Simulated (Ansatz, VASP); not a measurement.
## One calculation of MnInCu, two programs

```
CELL_PARAMETERS angstrom
2.65941 -2.66007 0.00000
2.65941 2.66007 0.00000
0.00000 0.00000 4.83226
ATOMIC_POSITIONS crystal
Mn 0.00000 0.00000 0.00000
In 0.50000 0.50000 0.00000
Cu 0.00000 0.00000 0.50000
```

Alike in both runs: functional PBE; k mesh 6 × 6 × 4; occupations gaussian, width 0.1 eV; collinear spin.

Ansatz relaxed the structure, and its values are those at the end. VASP's run is a single point on that final structure, the one shown.

```csv
,VASP,Ansatz
version,VASP 6.6.1,Ansatz 0.2.0
potentials or method,"VASP PAW PBE potentials, release 64 (Mn_pv, In_d, Cu), cutoff 520 eV","scalar-relativistic, plane waves, PAW"
valence electrons in the cell,37,47
```

|  | VASP | Ansatz | Ansatz less VASP |
| --- | --- | --- | --- |
| gap on the k mesh at the Fermi level (eV) | none | none | - |
| pressure (GPa) | 0.1 | 0.0 | -0.04 |
| net moment per atom (μB) | 1.18 | 1.18 | +0.002 |
| size of the moment on the site where the two differ most (μB) | 3.36 | 3.22 | -0.141 |

Site moments also hang on the region over which each program counts them. A gap of «none» marks a metal or a gap that the smearing closes. VASP's potentials hold 37 valence electrons a cell and Ansatz's 47, so a difference there can come from the potentials and not from the codes.
